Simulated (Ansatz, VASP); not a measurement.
## GaAs in VASP and in Ansatz

File POSCAR:

```
GaAs
1.0
    0.0000000000      2.8330831910      2.8330831910
    2.8330831910      0.0000000000      2.8330831910
    2.8330831910      2.8330831910      0.0000000000
Ga As
1 1
Direct
    0.0000000000      0.0000000000      0.0000000000
    0.2500000000      0.2500000000      0.2500000000
```

INCAR.step1

```
ALGO     = Normal         # electronic algorithm
EDIFF    = 1E-5           # SCF threshold, eV
ENCUT    = 520            # plane-wave cutoff, eV
GGA      = PE             # functional
ISIF     = 2              # what is computed and relaxed
ISMEAR   = 0              # smearing method
LASPH    = T              # aspherical terms in the spheres
LCHARG   = F              # write CHGCAR
LREAL    = F              # projectors in reciprocal space
LWAVE    = T              # write WAVECAR
NBANDS   = 16             # bands
NELM     = 60             # most SCF steps
PREC     = Accurate       # precision mode
SIGMA    = 0.5            # smearing width, eV
```

Contents of INCAR.step2:

```
ALGO     = Normal         # electronic algorithm
EDIFF    = 1E-7           # SCF threshold, eV
ENCUT    = 520            # plane-wave cutoff, eV
GGA      = PE             # functional
HFSCREEN = 0.2079         # screening, 1/A
ISIF     = 2              # what is computed and relaxed
ISMEAR   = 0              # smearing method
ISTART   = 1            
LASPH    = T              # aspherical terms in the spheres
LCHARG   = F              # write CHGCAR
LHFCALC  = T              # exact exchange
LREAL    = F              # projectors in reciprocal space
LWAVE    = F              # write WAVECAR
NBANDS   = 16             # bands
NELM     = 60             # most SCF steps
PREC     = Accurate       # precision mode
PRECFOCK = Normal       
SIGMA    = 0.5            # smearing width, eV
```

KPOINTS

```
k-points
0
Gamma
  4 4 4
```

Input for Ansatz:

```yaml
crystal:
  lattice:
    - [0.0, 2.833083191, 2.833083191]
    - [2.833083191, 0.0, 2.833083191]
    - [2.833083191, 2.833083191, 0.0]
  atoms:
    - { symbol: Ga, position: [0.0, 0.0, 0.0] }
    - { symbol: As, position: [0.25, 0.25, 0.25] }
kpoints:
  mp_grid: { grid: [4, 4, 4] }
hamiltonian:
  xc: hse06
scf:
  occupations: { method: gaussian, width: 0.5 }
  n_extra_bands: 4
output:
  forces: true
  stress: true
  eigenvalues: true
```

Alike in both runs: task single point; functional HSE06; k mesh 4 × 4 × 4; occupations gaussian, width 0.5 eV; no spin polarisation.

```csv
,VASP,Ansatz
version,VASP 6.6.1,Ansatz 0.2.0
potentials or method,"VASP PAW PBE potentials, release 64 (Ga_d, As)",plane waves
plane-wave cutoff (eV),520,420
valence electrons in the cell,18,28
```

VASP gave:

| Quantity | Value |
| --- | --- |
| pressure (GPa) | 0.8 |

Q: What did Ansatz give for the same quantities?

A: Pressure (GPa): 1.0.

The functional is the same, so the differences come from potentials, cutoffs and numerics. VASP's potentials hold 18 valence electrons a cell and Ansatz's 28, so a difference there can come from the potentials and not from the codes. Ansatz's warnings: stress exchange threshold loose, stress scf threshold loose.

The k mesh is coarse, so the values compare programs but aren't converged.
